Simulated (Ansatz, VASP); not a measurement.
NiO: VASP beside Ansatz

```
Ni O
1.0
     0.00000    2.09131    2.09131
     2.09131    0.00000    2.09131
     2.09131    2.09131    0.00000
Ni O
1 1
Direct
  0.00000 0.00000 0.00000
  0.50000 0.50000 0.50000
```

Alike in both runs: task single point; functional PBE; k mesh 10 × 10 × 10; occupations tetrahedron; collinear spin; Hubbard terms Ni d U = 6.2 eV.

```csv
,VASP,Ansatz
version,VASP 6.6.1,Ansatz 0.2.0
potentials or method,"VASP PAW PBE potentials, release 64 (Ni, O), cutoff 600 eV","scalar-relativistic, plane waves, PAW"
valence electrons in the cell,16,24
```

```tsv
	VASP	Ansatz	Ansatz less VASP
gap on the k mesh at the Fermi level (eV)	2.53	2.24	-0.289
pressure (GPa)	1.6	12.5	+10.84
net moment per atom (μB)	1.00	1.00	0.000
size of the moment on the site where the two differ most (μB)	1.82	1.72	-0.102
```

Site moments also hang on the region over which each program counts them. The programs project onto different local orbitals, so the same U acts differently, and such runs can settle in different states. VASP's potentials hold 16 valence electrons a cell and Ansatz's 24, so a difference there can come from the potentials and not from the codes. Ansatz's warnings: band table not solved further, stability check not made, tetrahedron derivatives may miss energy slope.
